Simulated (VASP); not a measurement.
# ScHO2 (R-3m) in VASP: single point with LDA

Aim: the single point of ScHO2 with LDA.

Program: VASP 6.6.1. These are calculated values, not measurements. Logs are shortened: lines on timing, memory, paths and dates and some standing lists are left out, and cuts for length are marked.

## 1. The cell of the first run

The structure is trigonal, space group R-3m (No. 166). Conventional cell: a = 3.233 Å, b = 3.233 Å, c = 13.593 Å, α = 90.00°, β = 90.00°, γ = 120.00°. Within 2.8 Å of Sc (site symmetry -3m) lie 6 O at 2.14 Å. H (site symmetry -3m) has 2 O at 1.22 Å within 1.6 Å. Within 1.6 Å of O (site symmetry 3m) lie 1 H at 1.22 Å.

## 2. Single point, LDA

The input, INCAR:

```
PREC     = Accurate       # precision mode
ENCUT    = 520            # plane-wave cutoff, eV
EDIFF    = 1E-6           # SCF threshold, eV
ISMEAR   = 0              # smearing method
SIGMA    = 0.05           # smearing width, eV
LREAL    = False          # projectors in reciprocal space
LASPH    = True           # aspherical terms in the spheres
NELM     = 100            # most SCF steps
ALGO     = Normal         # electronic algorithm
ISIF     = 2              # what is computed and relaxed
LWAVE    = False          # write WAVECAR
LCHARG   = False          # write CHGCAR
GGA      = CA             # functional
NBANDS   = 20             # bands
```

The input, KPOINTS:

```
regular mesh
0
Gamma
  9 9 9
```

The input, POSCAR:

```
ScHO2
1.0
    1.6165890435      0.9333381194      4.5309241552
   -1.6165890435      0.9333381194      4.5309241552
    0.0000000000     -1.8666762389      4.5309241552
Sc H O
1 1 2
Direct
    0.0000000000      0.0000000000      0.0000000000
    0.5000000000      0.5000000000      0.5000000000
    0.5897010000      0.5897010000      0.5897010000
    0.4102990000      0.4102990000      0.4102990000
```

Potentials or basis: VASP PAW LDA potentials, release 64 (Sc_sv, H, O).

Run with:

```
$ cat potpaw_LDA.64/Sc_sv/POTCAR potpaw_LDA.64/H/POTCAR potpaw_LDA.64/O/POTCAR > POTCAR
$ mpirun -np 1 vasp_std > vasp.out
```

OUTCAR:

```text
PREC = Accurate
   ENCUT = 520
   EDIFF = 1E-6
   ISMEAR = 0
   LREAL = False
   LASPH = True
   NELM = 100
   ISIF = 2
   GGA = CA

 ion  position               nearest neighbor table
   1  0.000  0.000  0.000-   3 2.14   4 2.14   3 2.14   3 2.14   4 2.14   4 2.14
   2  0.500  0.500  0.500-   3 1.22   4 1.22
   3  0.590  0.590  0.590-   2 1.22   1 2.14   1 2.14   1 2.14
   4  0.410  0.410  0.410-   2 1.22   1 2.14   1 2.14   1 2.14

  LATTYP: Found a trigonal (rhomboedric) cell.
 ALAT       =     4.9003830341
 COS(alpha) =     0.7823447222

  Lattice vectors:

 A1 = (   1.6165890435,   0.9333381194,   4.5309241552)
 A2 = (  -1.6165890435,   0.9333381194,   4.5309241552)
 A3 = (   0.0000000000,  -1.8666762389,   4.5309241552)

Analysis of symmetry for initial positions (statically):
=====================================================================
 Subroutine PRICEL returns:
 Original cell was already a primitive cell.

 Routine SETGRP: Setting up the symmetry group for a
 trigonal (rhombohedral) supercell.

 Subroutine GETGRP returns: Found 12 space group operations
 (whereof 12 operations were pure point group operations)
 out of a pool of 12 trial point group operations.

The static configuration has the point symmetry D_3d.

Analysis of symmetry for dynamics (positions and initial velocities):
=====================================================================
 Subroutine PRICEL returns:
 Original cell was already a primitive cell.

 Routine SETGRP: Setting up the symmetry group for a
 trigonal (rhombohedral) supercell.

 Subroutine GETGRP returns: Found 12 space group operations
 (whereof 12 operations were pure point group operations)
 out of a pool of 12 trial point group operations.

The dynamic configuration has the point symmetry D_3d.

 Subroutine INISYM returns: Found 12 space group operations
 (whereof 12 operations are pure point group operations),
 and found     1 'primitive' translations

----------------------------------------------------------------------------------------

                                     Primitive cell

  volume of cell :      41.0182

  direct lattice vectors                    reciprocal lattice vectors
     1.616589044  0.933338119  4.530924155     0.309293201  0.178570513  0.073568509
    -1.616589044  0.933338119  4.530924155    -0.309293201  0.178570513  0.073568509
     0.000000000 -1.866676239  4.530924155     0.000000000 -0.357141026  0.073568509

  length of vectors
     4.900383034  4.900383034  4.900383034     0.364639600  0.364639600  0.364639600

  position of ions in fractional coordinates (direct lattice)
     0.000000000  0.000000000  0.000000000
     0.500000000  0.500000000  0.500000000
     0.589701000  0.589701000  0.589701000
     0.410299000  0.410299000  0.410299000

  ion indices of the primitive-cell ions
   primitive index   ion index
                 1           1
                 2           2
                 3           3
                 4           4

----------------------------------------------------------------------------------------

 KPOINTS: regular mesh

Automatic generation of k-mesh.
 Grid dimensions read from file:
 generate k-points for:    9    9    9

 Generating k-lattice:

  Cartesian coordinates                     Fractional coordinates (reciprocal lattice)
     0.034365911  0.019841168  0.008174279     0.111111111 -0.000000000 -0.000000000
    -0.034365911  0.019841168  0.008174279    -0.000000000  0.111111111 -0.000000000
     0.000000000 -0.039682336  0.008174279     0.000000000  0.000000000  0.111111111

  Length of vectors
     0.040515511  0.040515511  0.040515511

  Shift w.r.t. Gamma in fractional coordinates (k-lattice)
     0.000000000  0.000000000  0.000000000

 Subroutine IBZKPT returns following result:
 ===========================================

 Found     85 irreducible k-points:

 Following reciprocal coordinates:
            Coordinates               Weight
  0.000000  0.000000  0.000000      1.000000
  0.111111  0.000000 -0.000000      6.000000
  0.222222  0.000000 -0.000000      6.000000
  0.333333  0.000000  0.000000      6.000000
  0.444444  0.000000 -0.000000      6.000000
  0.111111  0.111111 -0.000000      6.000000
[... 16 lines left out ...]
 -0.333333  0.333333  0.000000      6.000000
  0.444444  0.444444 -0.000000      6.000000
 [... further k-points ...]
   k-points           NKPTS =     85   k-points in BZ     NKDIM =     85   number of bands    NBANDS=     20
   number of dos      NEDOS =    301   number of ions     NIONS =      4
   total plane-waves  NPLWV =  46656
   dimension x,y,z NGX =    36 NGY =   36 NGZ =   36
   dimension x,y,z NGXF=    72 NGYF=   72 NGZF=   72
   ions per type =               1   1   2
   NGX,Y,Z   is equivalent  to a cutoff of  12.21, 12.21, 12.21 a.u.
   NGXF,Y,Z  is equivalent  to a cutoff of  24.43, 24.43, 24.43 a.u.
 SYSTEM =  unknown system
   PREC   = accura    normal or accurate (medium, high low for compatibility)
   ISTART =      0    job   : 0-new  1-cont  2-samecut
   ICHARG =      2    charge: 1-file 2-atom 10-const
   ISPIN  =      1    spin polarized calculation?
   LNONCOLLINEAR =      F non collinear calculations
   LSORBIT =      F    spin-orbit coupling
   LASPH  =      T    aspherical Exc in radial PAW
   ENCUT  =  520.0 eV  38.22 Ry    6.18 a.u.   9.11  9.11  9.11*2*pi/ulx,y,z
   NELM   =    100;   NELMIN=  2; NELMDL= -5     # of ELM steps
   EDIFF  = 0.1E-05   stopping-criterion for ELM
   LREAL  =      F    real-space projection
   EDIFFG = 0.1E-04   stopping-criterion for IOM
   NSW    =      0    number of steps for IOM
   IBRION =     -1    ionic relax: 0-MD 1-quasi-New 2-CG
   NFREE  =      0    steps in history (QN), initial steepest desc. (CG)
   ISIF   =      2    stress and relaxation
   ISYM   =      2    0-nonsym 1-usesym 2-fastsym
   POTIM  = 0.5000    time-step for ionic-motion
   TEBEG  =    0.0;   TEEND  =   0.0 temperature during run
   PSTRESS=    0.0 pullay stress
   NELECT =      24.0000    total number of electrons
   NUPDOWN=      -1.0000    fix difference up-down
   EMIN   =  10.00;   EMAX   =-10.00  energy-range for DOS
   EFERMI =   0.00;   METHOD = LEGACY
   ISMEAR =     0;   SIGMA  =   0.05  broadening in eV -4-tet -1-fermi 0-gaus
   EFERMI_NEDOS =   21; number of points for ismear=-14 and -15
   IALGO  =     38    algorithm
   IMIX   =      4    mixing-type and parameters
     AMIX     =   0.40;   BMIX     =  1.00
     AMIX_MAG =   1.60;   BMIX_MAG =  1.00
  volume/ion in A,a.u.               =      10.25        69.20
  Fermi-wavevector in a.u.,A,eV,Ry     =   1.369261  2.587529 25.509246  1.874877
  Thomas-Fermi vector in A             =   2.495152
   LORBIT       =      0    0 simple, 1 ext, 2 COOP (PROOUT), +10 PAW based schemes
   GGA     = CA    functional components
   LHFCALC =     F    Hartree Fock is set to
   AEXX    =    0.0000 exact exchange contribution
   IVDW    =     0    specifies the selected vdW correction
   LEPSILON=     F    determine dielectric tensor
   LRPA    =     F    only Hartree local field effects (RPA)
 non-spin polarized calculation
 Gauss-broadening in eV      SIGMA  =   0.05
  energy-cutoff  :      520.00
  volume of cell :       41.02
 maximum number of plane-waves:      1122
   NGX = 19   NGY = 19   NGZ = 19

 number of electron      24.0000002 magnetization

 Free energy of the ion-electron system (eV)
  ---------------------------------------------------
  ext. energy  EPLUGINS =         0.00000000
  ---------------------------------------------------
  free energy    TOTEN  =       -32.32069964 eV

  energy without entropy =      -32.32069964  energy(sigma->0) =      -32.32069964

 E-fermi :   1.3174     XC(G=0): -10.7250

 val. band max:        1.0716621664   @ k =  -0.1111   0.1111   0.0000
 cond. band min:       4.9337472743   @ k =   0.4444   0.4444  -0.0000
 fundamental gap:      3.8620851079
 Fermi energy:         1.3173624627

 k-point     1 :       0.0000    0.0000    0.0000
  band No.  band energies     occupation
      1     -45.6859      2.00000
      2     -24.7977      2.00000
      3     -24.4577      2.00000
      4     -24.4577      2.00000
      5     -16.2348      2.00000
      6     -13.9556      2.00000
[... 12 lines left out ...]
     19      11.6694      0.00000
     20      15.7630      0.00000

 k-point     2 :       0.1111    0.0000   -0.0000
  band No.  band energies     occupation
      1     -45.6788      2.00000
      2     -24.7808      2.00000
      3     -24.5310      2.00000
      4     -24.4698      2.00000
      5     -16.1229      2.00000
      6     -14.0240      2.00000
[... 12 lines left out ...]
     19      12.2549      0.00000
     20      15.7573      0.00000

 k-point     3 :       0.2222    0.0000   -0.0000
  band No.  band energies     occupation
      1     -45.6608      2.00000
      2     -24.7476      2.00000
      3     -24.6998      2.00000
      4     -24.5002      2.00000
      5     -15.8394      2.00000
      6     -14.1975      2.00000
[... 12 lines left out ...]
     19      13.4349      0.00000
     20      15.3818      0.00000

 k-point     4 :       0.3333    0.0000    0.0000
  band No.  band energies     occupation
      1     -45.6402      2.00000
      2     -24.9098      2.00000
      3     -24.6806      2.00000
      4     -24.5345      2.00000
      5     -15.5112      2.00000
      6     -14.4014      2.00000
[... 12 lines left out ...]
     19      13.4288      0.00000
     20      14.6610      0.00000

 k-point     5 :       0.4444    0.0000   -0.0000
  band No.  band energies     occupation
      1     -45.6268      2.00000
      2     -25.0308      2.00000
      3     -24.6471      2.00000
      4     -24.5567      2.00000
      5     -15.2825      2.00000
      6     -14.5483      2.00000
[... 12 lines left out ...]
     19      12.3368      0.00000
     20      15.0362      0.00000

 k-point     6 :       0.1111    0.1111   -0.0000
  band No.  band energies     occupation
      1     -45.6788      2.00000
      2     -24.7814      2.00000
      3     -24.5309      2.00000
      4     -24.4698      2.00000
      5     -16.1098      2.00000
      6     -14.0457      2.00000
[... 12 lines left out ...]
     19      12.1446      0.00000
     20      15.6792      0.00000

 k-point     7 :       0.2222    0.1111   -0.0000
  band No.  band energies     occupation
      1     -45.6662      2.00000
      2     -24.7520      2.00000
      3     -24.6501      2.00000
      4     -24.4972      2.00000
      5     -15.9097      2.00000
      6     -14.1700      2.00000
[... 12 lines left out ...]
     19      12.8625      0.00000
     20      15.7128      0.00000
[... 277 lines left out ...]
 k-point    20 :       0.3333    0.3333    0.0000
  band No.  band energies     occupation
      1     -45.6402      2.00000
      2     -24.9034      2.00000
      3     -24.6836      2.00000
      4     -24.5349      2.00000
      5     -15.7218      2.00000
      6     -14.1543      2.00000
[... 12 lines left out ...]
     19      12.7186      0.00000
     20      14.5657      0.00000

 k-point    21 :       0.4444    0.3333   -0.0000
  band No.  band energies     occupation
      1     -45.6299      2.00000
      2     -24.9593      2.00000
      3     -24.6614      2.00000
      4     -24.5878      2.00000
      5     -15.6733      2.00000
      6     -14.1143      2.00000
[... 12 lines left out ...]
     19      12.7143      0.00000
     20      14.1068      0.00000

 k-point    22 :      -0.4444    0.3333    0.0000
  band No.  band energies     occupation
      1     -45.6209      2.00000
      2     -24.9400      2.00000
      3     -24.7142      2.00000
      4     -24.6351      2.00000
      5     -15.5695      2.00000
      6     -14.1472      2.00000
[... 12 lines left out ...]
     19      12.9165      0.00000
     20      14.1669      0.00000

 k-point    23 :      -0.3333    0.3333    0.0000
  band No.  band energies     occupation
      1     -45.6173      2.00000
      2     -24.8497      2.00000
      3     -24.8446      2.00000
      4     -24.6286      2.00000
      5     -15.4593      2.00000
      6     -14.2386      2.00000
[... 12 lines left out ...]
     19      12.7309      0.00000
     20      13.9633      0.00000

 k-point    24 :       0.4444    0.4444   -0.0000
  band No.  band energies     occupation
      1     -45.6267      2.00000
      2     -25.0220      2.00000
      3     -24.6490      2.00000
      4     -24.5573      2.00000
      5     -15.7443      2.00000
      6     -14.0030      2.00000
[... 12 lines left out ...]
     19      12.5944      0.00000
     20      13.5816      0.00000

 [... further k-points ...]

------------------------ aborting loop because EDIFF is reached ----------------------------------------

  FORCE on cell =-STRESS in cart. coord.  units (eV):
  Direction    XX          YY          ZZ          XY          YZ          ZX
  --------------------------------------------------------------------------------------
  -------------------------------------------------------------------------------------
  Total       -2.2903007     -2.2903007     -2.0651343     -0.0000000      0.0000000      0.0000000
  in kB      -89.4594890    -89.4594890    -80.6644549     -0.0000000      0.0000000      0.0000000
  external PRESSURE =     -86.5278109 kB  Pullay stress =       0.0000000 kB

 VOLUME and BASIS-vectors are now :
 -----------------------------------------------------------------------------
  energy-cutoff  :      520.00
  volume of cell :       41.02
      direct lattice vectors                 reciprocal lattice vectors
     1.616589044  0.933338119  4.530924155     0.309293201  0.178570513  0.073568509
    -1.616589044  0.933338119  4.530924155    -0.309293201  0.178570513  0.073568509
     0.000000000 -1.866676239  4.530924155     0.000000000 -0.357141026  0.073568509

 POSITION                                       TOTAL-FORCE (eV/Angst)
 -----------------------------------------------------------------------------------
      0.00000      0.00000      0.00000         0.000000     -0.000000      0.000000
      0.00000     -0.00000      6.79639        -0.000000     -0.000000      0.000000
      0.00000     -0.00000      8.01567         0.000000     -0.000000      0.384793
      0.00000     -0.00000      5.57710         0.000000      0.000000     -0.384793
 -----------------------------------------------------------------------------------
    total drift:                               -0.000000      0.000000      0.000000

  FREE ENERGIE OF THE ION-ELECTRON SYSTEM (eV)
  ---------------------------------------------------
  free  energy   TOTEN  =       -32.3206996353 eV

  energy  without entropy=      -32.3206996353  energy(sigma->0) =      -32.32069964
```

It took 1.7 min on 1 thread of AMD EPYC 7R13 (Zen 3), shared host; peak memory 0.18 GiB.

Results:

- Free energy: -32.3207 eV
- Pressure: -8.7 GPa
- Largest force: 0.385 eV/Å
- Band gap on the k mesh: 3.86 eV, indirect (least direct gap 4.28 eV)

Forces in eV/Å, atoms in the order of the input:
```
Sc   0.000  0.000  0.000
H    0.000  0.000  0.000
O    0.000  0.000  0.385
O    0.000  0.000 -0.385
```

A k mesh can miss the band edges. A hybrid or GW would open this gap; LDA tends to underestimate it.
